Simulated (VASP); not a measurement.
Here is a VASP 6.6.1 calculation.

File INCAR:

```
SYSTEM = BaTiO3
PREC     = Accurate       ! precision mode
ENCUT    = 520            ! plane-wave cutoff, eV
EDIFF    = 1E-6           ! SCF threshold, eV
ISMEAR   = 0              ! smearing method
SIGMA    = 0.01           ! smearing width, eV
LREAL    = .FALSE.        ! projectors in reciprocal space
LASPH    = .TRUE.         ! aspherical terms in the spheres
NELM     = 150            ! most SCF steps
ALGO     = Normal         ! electronic algorithm
ISIF     = 2              ! what is computed and relaxed
LWAVE    = .FALSE.        ! write WAVECAR
LCHARG   = .TRUE.         ! write CHGCAR
LMAXMIX  = 4              ! l up to which the mixer works
LDAU     = .TRUE.         ! DFT+U
LDAUTYPE = 2            
LDAUL    = -1 2 -1        ! shell
LDAUU    = 0 7 0          ! U, eV
LDAUJ    = 0 0 0        
LDAUPRINT= 1            
GGA      = PE             ! functional
LELF     = .TRUE.         ! ELF
LVHAR    = .TRUE.       
NBANDS   = 28             ! bands
```

KPOINTS

```
Automatic mesh
0
G
  6 6 6
  0 0 0
```

Contents of POSCAR:

```
BaTiO3
1.0
    3.9998000000      0.0000000000      0.0000000000
    0.0000000000      3.9998000000      0.0000000000
    0.0000000000      0.0000000000      4.0180000000
Ba Ti O
1 1 3
Direct
    0.0000000000      0.0000000000      0.0000000000
    0.5000000000      0.5000000000      0.4900000000
    0.5000000000      0.5000000000      0.0190000000
    0.5000000000      0.0000000000      0.5170000000
    0.0000000000      0.5000000000      0.5170000000
```

Potentials or basis: VASP PAW PBE potentials, release 64 (Ba_sv, Ti_sv, O).

Launch:

```bash
$ cat potpaw_PBE.64/Ba_sv/POTCAR potpaw_PBE.64/Ti_sv/POTCAR potpaw_PBE.64/O/POTCAR > POTCAR
$ mpirun -np 1 vasp_std > vasp.out
```

Task: Estimate the pressure.

Result: 10.0 GPa.

Task: Estimate the band gap on the k mesh.

Result: 2.66 eV (least direct gap 2.99 eV).

Forces in eV/Å, atoms in the order of the input:
```
Ba   0.000  0.000  0.062
Ti   0.000  0.000  0.917
O    0.000  0.000 -0.696
O    0.000  0.000 -0.141
O    0.000  0.000 -0.141
```

Caveat: the cell stands under pressure; spin-orbit coupling is left out, which moves the levels of the heavy elements. A k mesh can miss the band edges.
